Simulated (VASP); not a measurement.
# Cd: single point with PBE

The system is Cd, a slab with vacuum.

```
Cd
1.0
     3.60390    0.00000    0.00000
     0.00000    3.60390    0.00000
     0.00000    0.00000   19.60390
Cd
3
Cartesian
  0.0000 0.0000 8.0000
  1.8020 1.8020 9.8019
  0.0000 0.0000 11.6039
```

```
Program             : VASP 6.6.1
Task                : single point
Functional          : PBE
Potentials or basis : VASP PAW PBE potentials, release 64 (Cd)
Cutoff              : 520 eV
k mesh              : 10 × 10 × 1
Occupations         : fermi-dirac, width 0.05 eV
Spin                : no spin polarisation
```

```yaml
Largest_force: 0.042 eV/Å
Band_gap_on_the_k_mesh: zero (band 18 reaches -1.92 eV, above the bottom of band 19 at -2.95 eV)
```

Forces on the atoms (eV/Å):
```
Cd   0.000  0.000 -0.042
Cd   0.000  0.000  0.000
Cd   0.000  0.000  0.042
```

Levels at points of the mesh, in eV from the Fermi level:
```
           k point  band 15  band 16  band 17  band 18  band 19  band 20  band 21  band 22
(0.00, 0.00, 0.00)    -8.03    -7.04    -4.27    -0.90     1.78     3.69     4.40     4.77
(0.50, 0.00, 0.00)    -7.98    -3.87    -3.39    -1.31    -0.65     1.34     3.47     4.68
(0.50, 0.50, 0.00)    -8.08    -0.49    -0.49    -0.30    -0.01     0.80     2.34     2.34
```

Wall time 5.3 min on 1 thread of AMD EPYC 7R43 64-Core Processor (Zen 3), with other jobs on the host, peak memory 0.3 GiB.
